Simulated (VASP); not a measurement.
Zn2Se:

```xyz
3
Lattice="4.1898 0.0000 0.0000 -2.0949 3.6285 0.0000 0.0000 0.0000 3.8645" Properties=species:S:1:pos:R:3 pbc="T T T"
Zn    0.0000    2.4190    1.9323
Zn    2.0949    1.2095    1.9323
Se    0.0000    0.0000    0.0000
```

* Program: VASP 6.6.1
* Task: relaxation of cell and atoms
* Functional: PBE
* Potentials or basis: VASP PAW PBE potentials, release 64 (Zn, Se)
* Cutoff: 600 eV
* k mesh: 12 × 12 × 12
* Occupations: gaussian, width 0.1 eV
* Spin: no spin polarisation

At the start: pressure 0.8 GPa; volume 19.58 Å³/atom.

How do energy, volume and symmetry change on relaxing?

Over 10 steps the energy falls by 8.1 meV/atom; space group P6/mmm (No. 191, to 0.1 Å) before and after.

The path:
| step | energy change (eV) | largest force (eV/Å) | pressure (GPa) | volume (Å³) |
| --- | --- | --- | --- | --- |
| 1 | 0.0000 | 0.0000 | 0.81 | 58.75 |
| 2 | -0.0177 | 0.0000 | -0.40 | 59.59 |
| 3 | -0.0195 | 0.0000 | -1.01 | 60.02 |
| 4 | -0.0196 | 0.0000 | -0.90 | 59.94 |
| 5 | -0.0239 | 0.0000 | -0.29 | 59.10 |
| 6 | -0.0242 | 0.0000 | 0.03 | 58.78 |
| 7 | -0.0242 | 0.0000 | -0.08 | 58.87 |
| 8 | -0.0242 | 0.0000 | -0.10 | 58.85 |
| 9 | -0.0242 | 0.0000 | -0.06 | 58.81 |
| 10 | -0.0242 | 0.0000 | -0.03 | 58.75 |

Final structure:
```xyz
3
Lattice="4.2575 0.0000 0.0000 -2.1287 3.6871 0.0000 0.0000 0.0000 3.7428" Properties=species:S:1:pos:R:3 pbc="T T T"
Zn    0.0000    2.4581    1.8714
Zn    2.1287    1.2290    1.8714
Se   -2.1287    3.6871    0.0000
```
